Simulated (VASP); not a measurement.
# P5C (P6/mmm) in VASP: notebook

P5C is run at these levels: PBE; tasks: single point, relaxation of cell and atoms.

Everything below comes from runs of VASP 6.6.1. Logs are shortened: lines on timing, memory, paths and dates and some standing lists are left out, and cuts for length are marked.

### Step 1. The cell of the first run

The structure is hexagonal, space group P6/mmm (No. 191). The conventional cell has a = 4.354 Å, b = 4.354 Å, c = 4.732 Å, α = 90.00°, β = 90.00°, γ = 120.00°. P (site symmetry 3m) has 8 P at 2.28 to 2.80 Å and 3 C at 2.76 Å within 3.0 Å. P (site symmetry 6/mmm) has 2 C at 2.37 Å and 12 P at 2.80 Å within 3.1 Å. Within 3.1 Å of C (site symmetry 6/mmm) lie 14 P at 2.37 to 2.76 Å.

### Step 2. Single point, PBE, collinear spin, ferromagnetic start

INCAR reads:

```
PREC = Accurate
ENCUT = 520
EDIFF = 1E-6
ISMEAR = 0
SIGMA = 0.1
LREAL = False
LASPH = True
NELM = 150
ALGO = Normal
ISIF = 2
LWAVE = False
LCHARG = True
ISPIN = 2
MAGMOM = 0 0 0 0 0 1
LORBIT = 11
GGA = PE
LELF = True
LVHAR = True
NBANDS = 28
```

KPOINTS reads:

```
Automatic mesh
0
Gamma
  6 6 4
```

POSCAR reads:

```
P5C
1.0
    4.3541466477      0.0000000027      0.0000000000
   -2.1770733262      3.7708016074      0.0000000000
    0.0000000000      0.0000000000      4.7322458029
P C
5 1
Direct
    0.6666666667      0.3333333333      0.7410298046
    0.0000000000      0.0000000000      0.0000000000
    0.6666666667      0.3333333333      0.2589701954
    0.3333333333      0.6666666667      0.2589701954
    0.3333333333      0.6666666667      0.7410298046
    0.0000000000      0.0000000000      0.5000000000
```

Potentials or basis: VASP PAW PBE potentials, release 64 (P, C).

Command:

```console
cat potpaw_PBE.64/P/POTCAR potpaw_PBE.64/C/POTCAR > POTCAR
mpirun -np 1 vasp_std > vasp.out
```

OUTCAR:

```text
PREC = Accurate
   ENCUT = 520
   EDIFF = 1E-6
   ISMEAR = 0
   LREAL = False
   LASPH = True
   NELM = 150
   ISIF = 2
   ISPIN = 2
   LORBIT = 11
   GGA = PE

 ion  position               nearest neighbor table
   1  0.667  0.333  0.741-   3 2.28   3 2.45   5 2.51   5 2.51   5 2.51   2 2.80   2 2.80   2 2.80

   2  0.000  0.000  0.000-   6 2.37   6 2.37   4 2.80   5 2.80   1 2.80   3 2.80   1 2.80   3 2.80
                             4 2.80   5 2.80   1 2.80   3 2.80   4 2.80   5 2.80
   3  0.667  0.333  0.259-   1 2.28   1 2.45   4 2.51   4 2.51   4 2.51   2 2.80   2 2.80   2 2.80

   4  0.333  0.667  0.259-   5 2.28   5 2.45   3 2.51   3 2.51   3 2.51   2 2.80   2 2.80   2 2.80

   5  0.333  0.667  0.741-   4 2.28   4 2.45   1 2.51   1 2.51   1 2.51   2 2.80   2 2.80   2 2.80

   6  0.000  0.000  0.500-   2 2.37   2 2.37

  LATTYP: Found a hexagonal cell.
 ALAT       =     4.3541466477
 C/A-ratio  =     1.0868365689

  Lattice vectors:

 A1 = (   4.3541466477,   0.0000000027,   0.0000000000)
 A2 = (  -2.1770733262,   3.7708016074,   0.0000000000)
 A3 = (   0.0000000000,   0.0000000000,   4.7322458029)

Analysis of symmetry for initial positions (statically):
=====================================================================
 Subroutine PRICEL returns:
 Original cell was already a primitive cell.

 Routine SETGRP: Setting up the symmetry group for a
 hexagonal supercell.

 Subroutine GETGRP returns: Found 24 space group operations
 (whereof 24 operations were pure point group operations)
 out of a pool of 24 trial point group operations.

The static configuration has the point symmetry D_6h.

Analysis of symmetry for dynamics (positions and initial velocities):
=====================================================================
 Subroutine PRICEL returns:
 Original cell was already a primitive cell.

 Routine SETGRP: Setting up the symmetry group for a
 hexagonal supercell.

 Subroutine GETGRP returns: Found 24 space group operations
 (whereof 24 operations were pure point group operations)
 out of a pool of 24 trial point group operations.

The dynamic configuration has the point symmetry D_6h.

Analysis of structural, dynamic, and magnetic symmetry:
=====================================================================
 Subroutine PRICEL returns:
 Original cell was already a primitive cell.

 Routine SETGRP: Setting up the symmetry group for a
 hexagonal supercell.

 Subroutine GETGRP returns: Found 24 space group operations
 (whereof 24 operations were pure point group operations)
 out of a pool of 24 trial point group operations.

The overall configuration has the point symmetry D_6h.

 Subroutine INISYM returns: Found 24 space group operations
 (whereof 24 operations are pure point group operations),
 and found     1 'primitive' translations

----------------------------------------------------------------------------------------

                                     Primitive cell

  volume of cell :      77.6970

  direct lattice vectors                    reciprocal lattice vectors
     4.354146648  0.000000003  0.000000000     0.229666128  0.132597801  0.000000000
    -2.177073326  3.770801607  0.000000000    -0.000000000  0.265195601  0.000000000
     0.000000000  0.000000000  4.732245803     0.000000000  0.000000000  0.211316158

  length of vectors
     4.354146648  4.354146648  4.732245803     0.265195601  0.265195601  0.211316158

  position of ions in fractional coordinates (direct lattice)
     0.666666667  0.333333333  0.741029805
     0.000000000  0.000000000  0.000000000
     0.666666667  0.333333333  0.258970195
     0.333333333  0.666666667  0.258970195
     0.333333333  0.666666667  0.741029805
     0.000000000  0.000000000  0.500000000

  ion indices of the primitive-cell ions
   primitive index   ion index
                 1           1
                 2           2
                 3           3
                 4           4
                 5           5
                 6           6

----------------------------------------------------------------------------------------

 KPOINTS: Automatic mesh

Automatic generation of k-mesh.
 Grid dimensions read from file:
 generate k-points for:    6    6    4

 Generating k-lattice:

  Cartesian coordinates                     Fractional coordinates (reciprocal lattice)
     0.038277688  0.022099633  0.000000000     0.166666667  0.000000000  0.000000000
    -0.000000000  0.044199267  0.000000000     0.000000000  0.166666667  0.000000000
     0.000000000  0.000000000  0.052829039     0.000000000  0.000000000  0.250000000

  Length of vectors
     0.044199267  0.044199267  0.052829039

  Shift w.r.t. Gamma in fractional coordinates (k-lattice)
     0.000000000  0.000000000  0.000000000

 Subroutine IBZKPT returns following result:
 ===========================================

 Found     21 irreducible k-points:

 Following reciprocal coordinates:
[... 77 lines left out ...]

 E-fermi :   9.7424     XC(G=0): -11.6880

 val. band max:        9.7016800815   @ k =   0.3333   0.3333   0.5000
 cond. band min:       9.7439448596   @ k =   0.1667   0.1667   0.5000
 fundamental gap:      0.0422647780
 Fermi energy:         9.7424475371

 spin component 1

 k-point     1 :       0.0000    0.0000    0.0000
  band No.  band energies     occupation
      1      -6.9997      1.00000
      2      -1.3394      1.00000
      3      -0.4127      1.00000
      4       0.2950      1.00000
      5       0.7348      1.00000
      6       3.6626      1.00000
[... 18 lines left out ...]
     25      17.8594      0.00000
     26      18.3574      0.00000

 k-point     2 :       0.1667    0.0000    0.0000
  band No.  band energies     occupation
      1      -6.7339      1.00000
      2      -1.0816      1.00000
      3      -0.8224      1.00000
      4      -0.2950      1.00000
      5       0.2232      1.00000
      6       2.6755      1.00000
[... 18 lines left out ...]
     25      18.2550      0.00000
[... 521 lines left out ...]
     25      17.7793      0.00000
     26      18.5608      0.00000

 k-point    21 :       0.3333    0.3333    0.5000
  band No.  band energies     occupation
      1      -2.6875      1.00000
      2      -2.6875      1.00000
      3      -2.4037      1.00000
      4      -2.4037      1.00000
      5      -2.0861      1.00000
      6      -1.4416      1.00000
[... 18 lines left out ...]
     25      18.5257      0.00000
     26      18.7052      0.00000
 Fermi energy:         9.7424475371

 spin component 2

 k-point     1 :       0.0000    0.0000    0.0000
  band No.  band energies     occupation
      1      -6.9997      1.00000
      2      -1.3394      1.00000
      3      -0.4127      1.00000
      4       0.2950      1.00000
      5       0.7347      1.00000
      6       3.6626      1.00000
[... 18 lines left out ...]
     25      17.8593      0.00000
     26      18.3574      0.00000

 k-point     2 :       0.1667    0.0000    0.0000
  band No.  band energies     occupation
      1      -6.7339      1.00000
      2      -1.0816      1.00000
      3      -0.8224      1.00000
      4      -0.2950      1.00000
      5       0.2231      1.00000
      6       2.6754      1.00000
[... 18 lines left out ...]
     25      18.2550      0.00000
[... 521 lines left out ...]
     25      17.7794      0.00000
     26      18.5608      0.00000

 k-point    21 :       0.3333    0.3333    0.5000
  band No.  band energies     occupation
      1      -2.6875      1.00000
      2      -2.6875      1.00000
      3      -2.4038      1.00000
      4      -2.4038      1.00000
      5      -2.0862      1.00000
      6      -1.4417      1.00000
[... 18 lines left out ...]
     25      18.5258      0.00000
     26      18.7052      0.00000
 [bands above 26 left out]

------------------------ aborting loop because EDIFF is reached ----------------------------------------

  FORCE on cell =-STRESS in cart. coord.  units (eV):
  Direction    XX          YY          ZZ          XY          YZ          ZX
  --------------------------------------------------------------------------------------
  -------------------------------------------------------------------------------------
  Total       -0.1260215     -0.1260215     -0.0417382      0.0000000      0.0000000      0.0000000
  in kB       -2.5986708     -2.5986708     -0.8606761      0.0000000      0.0000000      0.0000000
  external PRESSURE =      -2.0193393 kB  Pullay stress =       0.0000000 kB

 VOLUME and BASIS-vectors are now :
 -----------------------------------------------------------------------------
  energy-cutoff  :      520.00
  volume of cell :       77.70
      direct lattice vectors                 reciprocal lattice vectors
     4.354146648  0.000000003  0.000000000     0.229666128  0.132597801  0.000000000
    -2.177073326  3.770801607  0.000000000    -0.000000000  0.265195601  0.000000000
     0.000000000  0.000000000  4.732245803     0.000000000  0.000000000  0.211316158

 POSITION                                       TOTAL-FORCE (eV/Angst)
 -----------------------------------------------------------------------------------
      2.17707      1.25693      3.50674        -0.000000     -0.000000      0.010762
      0.00000      0.00000      0.00000         0.000000      0.000000      0.000000
      2.17707      1.25693      1.22551         0.000000     -0.000000     -0.010762
     -0.00000      2.51387      1.22551         0.000000      0.000000     -0.010762
     -0.00000      2.51387      3.50674         0.000000      0.000000      0.010762
      0.00000      0.00000      2.36612        -0.000000      0.000000      0.000000
 -----------------------------------------------------------------------------------
    total drift:                               -0.000000      0.000000      0.000000

  FREE ENERGIE OF THE ION-ELECTRON SYSTEM (eV)
  ---------------------------------------------------
  free  energy   TOTEN  =       -28.5621319050 eV

  energy  without entropy=      -28.5481865299  energy(sigma->0) =      -28.55515922

 total charge

# of ion       s       p       d       tot
------------------------------------------
    1        1.118   1.232   0.000   2.350
    2        1.171   1.133   0.000   2.304
    3        1.118   1.232   0.000   2.350
    4        1.118   1.232   0.000   2.350
    5        1.118   1.232   0.000   2.350
    6        1.008   1.082   0.000   2.090
--------------------------------------------------
tot          6.654   7.141   0.000  13.795

 magnetization (x)

# of ion       s       p       d       tot
------------------------------------------
    1       -0.000   0.000   0.000   0.000
    2       -0.000   0.000   0.000   0.000
    3       -0.000   0.000   0.000   0.000
    4       -0.000   0.000   0.000   0.000
    5       -0.000   0.000   0.000   0.000
    6        0.000  -0.000   0.000  -0.000
--------------------------------------------------
tot          0.000  -0.000   0.000  -0.000
```

Wall time 66 s (1 thread of Intel Xeon Platinum 8488C (Sapphire Rapids), shared host); peak memory 0.23 GiB.

What came out:

* Free energy: -28.5621 eV
* Pressure: -0.2 GPa
* Largest force: 0.011 eV/Å
* Net moment: 0.00 μB per cell
* Valence electrons inside the program's atomic spheres: P 2.35, 2.30; C 2.09

Forces in eV/Å, atoms in the order of the input:
```
P    0.000  0.000  0.011
P    0.000  0.000  0.000
P    0.000  0.000 -0.011
P    0.000  0.000 -0.011
P    0.000  0.000  0.011
C    0.000  0.000  0.000
```

Stress tensor (GPa, compression positive):
```
-0.26  0.00  0.00
 0.00 -0.26  0.00
 0.00  0.00 -0.09
```

### Step 3. Single point, PBE, collinear spin, ferromagnetic start

This run uses another cell than the first one, of 19.51 Å³/atom, 1.507 times its volume.

INCAR reads:

```
PREC = Accurate
ENCUT = 520
EDIFF = 1E-6
ISMEAR = 0
SIGMA = 0.1
LREAL = F
LASPH = T
NELM = 150
ALGO = Normal
ISIF = 2
LWAVE = F
LCHARG = F
ISPIN = 2
MAGMOM = 0 0 0 0 0 1
LORBIT = 11
GGA = PE
NBANDS = 28
```

KPOINTS reads:

```
regular mesh
0
Gamma
  6 6 4
```

POSCAR reads:

```
P5C
1.0
    4.6350631300      0.0000000000      0.0000000000
   -2.3175315700      4.0140824200      0.0000000000
    0.0000000000      0.0000000000      6.2918700300
P C
5 1
Direct
    0.6666666700      0.3333333300      0.7959949400
    0.0000000000      0.0000000000      0.0000000000
    0.6666666700      0.3333333300      0.2040050600
    0.3333333300      0.6666666700      0.2040050600
    0.3333333300      0.6666666700      0.7959949400
    0.0000000000      0.0000000000      0.5000000000
```

Potentials or basis: VASP PAW PBE potentials, release 64 (P, C).

Command:

```console
cat potpaw_PBE.64/P/POTCAR potpaw_PBE.64/C/POTCAR > POTCAR
mpirun -np 1 vasp_std > vasp.out
```

Run time: 1.9 min. Hardware: 1 thread of Intel Xeon Platinum 8488C (Sapphire Rapids), shared host; peak memory 0.32 GiB.

Results (log left out):

* Free energy: -25.7072 eV
* Pressure: -12.7 GPa
* Largest force: 1.407 eV/Å
* Net moment: 1.68 μB per cell
* Site moments: P +0.00, -0.03; C +0.82 μB
* Valence electrons inside the program's atomic spheres: P 2.29, 2.28; C 2.01

Forces in eV/Å, atoms in the order of the input:
```
P    0.000  0.000  1.407
P    0.000  0.000  0.000
P    0.000  0.000 -1.407
P    0.000  0.000 -1.407
P    0.000  0.000  1.407
C    0.000  0.000  0.000
```

Stress tensor (GPa, compression positive):
```
-10.61   0.00   0.00
  0.00 -10.61   0.00
  0.00   0.00 -16.77
```

Levels at points of the mesh, in eV from the Fermi level:
Spin up:
| k point | band 11 | band 12 | band 13 | band 14 | band 15 | band 16 | band 17 | band 18 | band 19 | band 20 |
| --- | --- | --- | --- | --- | --- | --- | --- | --- | --- | --- |
| (0.00, 0.00, 0.00) | -3.46 | -2.36 | -2.36 | -1.51 | -0.92 | -0.58 | -0.58 | 0.22 | 0.93 | 0.93 |
| (0.50, 0.00, 0.00) | -2.66 | -0.92 | -0.66 | -0.35 | 0.66 | 0.75 | 0.99 | 2.05 | 2.26 | 2.29 |
| (0.00, 0.00, 0.50) | -3.30 | -2.58 | -2.58 | -1.39 | -1.36 | -1.36 | -0.05 | 0.23 | 1.34 | 2.02 |
| (0.50, 0.00, 0.50) | -2.49 | -1.49 | -0.59 | -0.12 | 0.07 | 0.18 | 0.87 | 1.65 | 1.76 | 2.10 |
Spin down:
```
           k point  band 10  band 11  band 12  band 13  band 14  band 15  band 16  band 17
(0.00, 0.00, 0.00)    -3.42    -3.37    -2.35    -2.35    -1.00    -0.93     0.79     0.94
(0.50, 0.00, 0.00)    -3.18    -2.57    -0.64     0.01     0.27     1.80     1.85     2.05
(0.00, 0.00, 0.50)    -3.33    -3.33    -2.56    -2.56    -1.39    -0.15    -0.15    -0.06
(0.50, 0.00, 0.50)    -2.47    -2.28    -0.51    -0.45     0.16     0.85     1.22     1.83
```

Caveat: forces of over 1 eV/Å act on the atoms, so gaps and moduli don't describe the material at rest.

### Step 4. Relaxation of cell and atoms, PBE

INCAR reads:

```
  PREC = Accurate
  ENCUT = 600
  EDIFF = 1E-6
  ISMEAR = 0
  SIGMA = 0.1
  LREAL = F
  LASPH = T
  NELM = 100
  ALGO = Normal
  ISIF = 3
  LWAVE = F
  LCHARG = F
  GGA = PE
  IBRION = 2
  NSW = 100
  EDIFFG = -0.01
```

KPOINTS reads:

```
Automatic mesh
0
Gamma
  12 12 8
```

POSCAR reads:

```
P5C
1.0
    4.3541466477      0.0000000000      0.0000000000
   -2.1770733239      3.7708016087      0.0000000000
    0.0000000000      0.0000000000      4.7322458029
P C
5 1
Direct
    0.6666666667      0.3333333333      0.7410298046
    0.0000000000      0.0000000000      0.0000000000
    0.6666666667      0.3333333333      0.2589701954
    0.3333333333      0.6666666667      0.2589701954
    0.3333333333      0.6666666667      0.7410298046
    0.0000000000      0.0000000000      0.5000000000
```

Command:

```console
cat potpaw_PBE.64/P/POTCAR potpaw_PBE.64/C/POTCAR > POTCAR
mpirun -np 1 vasp_std > vasp.out
```

Run time: 6.6 min. Hardware: 1 thread of Intel Xeon Platinum 8488C (Sapphire Rapids), shared host; peak memory 0.3 GiB.

Results (log left out):

| Property | Result |
| --- | --- |
| Free energy | -28.4899 eV |
| Relaxed volume | 12.83 Å³/atom |
| Relaxed cell | a = 4.303 Å, b = 4.303 Å, c = 4.799 Å, α = 90.00°, β = 90.00°, γ = 120.00° |
| Space group after relaxing (to 0.05 Å) | P6/mmm (No. 191) |
| Energy gained by relaxing | 3.6 meV/atom |
| Ionic steps | 8 |
| Pressure after relaxing | 0.0 GPa |

Forces on the atoms (eV/Å):
```
P    0.000  0.000 -0.002
P    0.000  0.000  0.000
P    0.000  0.000  0.002
P    0.000  0.000  0.002
P    0.000  0.000 -0.002
C    0.000  0.000  0.000
```

Step by step:
```csv
step,energy change (eV),largest force (eV/Å),pressure (GPa),volume (Å³)
1,0.0000,0.0646,-0.87,77.70
2,-0.0177,0.0765,0.00,76.90
3,-0.0195,0.0818,0.38,76.58
4,-0.0195,0.0822,0.41,76.55
5,-0.0212,0.0513,0.03,76.87
6,-0.0215,0.0342,-0.19,77.07
7,-0.0218,0.0050,0.06,76.93
8,-0.0218,0.0020,0.02,76.95
```

Final structure:
```
P C
1.0
     4.30290    0.00000    0.00000
    -2.15145    3.72642    0.00000
     0.00000    0.00000    4.79933
P C
5 1
Direct
  0.66667 0.33333 0.73802
  0.00000 0.00000 0.00000
  0.66667 0.33333 0.26198
  0.33333 0.66667 0.26198
  0.33333 0.66667 0.73802
  0.00000 0.00000 0.50000
```

Levels at points of the mesh, in eV from the Fermi level:
```csv
k point,band 12,band 13,band 14,band 15,band 16,band 17
"(0.00, 0.00, 0.00)",-3.14,-2.70,-2.34,-2.34,-0.36,-0.36
"(0.50, 0.00, 0.00)",-1.49,-1.16,-0.64,0.62,1.61,2.46
"(0.00, 0.00, 0.50)",-4.11,-3.68,-3.68,-3.61,-2.85,2.52
"(0.50, 0.00, 0.50)",-0.96,0.27,0.62,0.96,0.99,1.02
```

### Step 5. Summary

```csv
task,spin,cell,k mesh,cutoff (eV),gap on the mesh (eV),pressure (GPa),moment (μB),largest force (eV/Å)
single point,"collinear, ferromagnetic start","a = 4.354, b = 4.354, c = 4.732 Å, angles 90.0, 90.0, 120.0°, 6 atoms",6 × 6 × 4,520,none,-0.2,0.00,0.01
single point,"collinear, ferromagnetic start","a = 4.635, b = 4.635, c = 6.292 Å, angles 90.0, 90.0, 120.0°, 6 atoms",6 × 6 × 4,520,none,-12.7,1.68,1.41
relaxation of cell and atoms,off,"relaxed from a = 4.354, b = 4.354, c = 4.732 Å, angles 90.0, 90.0, 120.0°, 6 atoms",12 × 12 × 8,600,none,0.0,-,-
```

Alike in all rows: level PBE; potentials or basis VASP PAW PBE potentials, release 64 (P, C); smearing gaussian 0.1 eV.

Caveats: forces of over 1 eV/Å act on the atoms, so gaps and moduli don't describe the material at rest (some runs).

Absolute energies hang on the potentials; compare differences alone.
